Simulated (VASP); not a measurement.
Write the native input for VASP 6.6.1 that does the following.

```
Task                   : single point
Functional             : LDA
Potentials or basis    : VASP PAW LDA potentials, release 64 (Sn_d, O_h)
Cutoff                 : 1340 eV
k mesh                 : 10 × 10 × 8
Occupations            : gaussian, width 0.15 eV
Spin                   : no spin polarisation
Dipole correction      : no
Further INCAR settings : ALGO = Normal; EDIFF = 1e-06; NBANDS = 28
```

The structure of SnO lies in POSCAR:

```
SnO
1.0
    3.5032000000      0.0000000000      0.0000000000
    0.0000000000      3.5032000000      0.0000000000
    0.0000000000      0.0000000000      5.0277000000
Sn O
2 2
Direct
    0.0000000000      0.5000000000      0.2457459271
    0.5000000000      0.0000000000      0.7542540729
    0.0000000000      0.0000000000      0.0000000000
    0.5000000000      0.5000000000      0.0000000000
```

These files were run (other wordings do the same):

INCAR

```
SYSTEM = SnO
ALGO = Normal ; EDIFF = 1E-6
ENCUT = 1340 ; GGA_COMPAT = .False.
ISIF = 2 ; ISMEAR = 0
LASPH = .True. ; LCHARG = .False.
LREAL = .False. ; LWAVE = .False.
NBANDS = 28 ; NELM = 120
PREC = Accurate ; SIGMA = 0.15
```

KPOINTS

```
k-points
0
Gamma
  10 10 8
  0 0 0
```

Potentials or basis: VASP PAW LDA potentials, release 64 (Sn_d, O_h).

Run with:

```console
$ cat potpaw_LDA.64/Sn_d/POTCAR potpaw_LDA.64/O_h/POTCAR > POTCAR
$ mpirun -np 1 vasp_std > vasp.out
```

It gave:

```
Pressure               : 11.5 GPa
Largest force          : 0.224 eV/Å
Band gap on the k mesh : zero (bands 20 and 21 overlap by 1.06 eV)
```

Caveat: the stress differs along the axes, from -0 to 17 GPa; spin-orbit coupling is left out, which moves the levels of the heavy elements.

It took 9 min on 1 thread of Intel(R) Xeon(R) Platinum 8488C (Sapphire Rapids) (shared host), peak memory 0.69 GiB.
